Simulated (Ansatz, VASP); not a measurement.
# K in VASP and in Ansatz

The input INCAR:

```
PREC = Accurate
ENCUT = 520
EDIFF = 1E-6
ISMEAR = 0
SIGMA = 0.15
LREAL = False
LASPH = True
NELM = 80
ALGO = Normal
ISIF = 2
LWAVE = False
LCHARG = False
GGA = PE
IVDW = 12
NBANDS = 10
```

File KPOINTS:

```
Automatic mesh
0
Gamma
  12 12 12
```

The input POSCAR:

```
K
1.0
    0.0000000000      3.2901166335      3.4936290025
    3.2901166335      0.0000000000      3.4936290025
    3.2901166335      3.2901166335      0.0000000000
K
1
Direct
    0.0000000000      0.0000000000      0.0000000000
```

Input for Ansatz:

```yaml
crystal:
  lattice:
    - [0.0, 3.2901166335, 3.4936290025]
    - [3.2901166335, 0.0, 3.4936290025]
    - [3.2901166335, 3.2901166335, 0.0]
  atoms:
    - { symbol: K, position: [0.0, 0.0, 0.0] }
basis:
  ecutwfc: 420
kpoints:
  mp_grid: { grid: [12, 12, 12] }
hamiltonian:
  xc: pbe
  dispersion: d3bj
scf:
  occupations: { method: gaussian, width: 0.15 }
output:
  forces: true
  stress: true
  eigenvalues: true
```

Change from the starting cell: strain -0.030 along x and y, +0.030 along z, atoms carried along.

Alike in both runs: task single point; functional PBE; dispersion D3(BJ); k mesh 12 × 12 × 12; occupations gaussian, width 0.15 eV; no spin polarisation.

|  | VASP | Ansatz |
| --- | --- | --- |
| version | VASP 6.6.1 | Ansatz 0.2.0 |
| potentials or method | VASP PAW PBE potentials, release 64 (K_sv), cutoff 520 eV | scalar-relativistic, plane waves, PAW |
| valence electrons in the cell | 9 | 9 |

```tsv
	VASP	Ansatz	Ansatz less VASP
gap on the k mesh at the Fermi level (eV)	none	none	-
pressure (GPa)	-0.3	-0.3	+0.01
traceless stress, the component that is largest in VASP (GPa)	-0.05	-0.05	0.000
```

A gap of «none» marks a metal or a gap that the smearing closes.
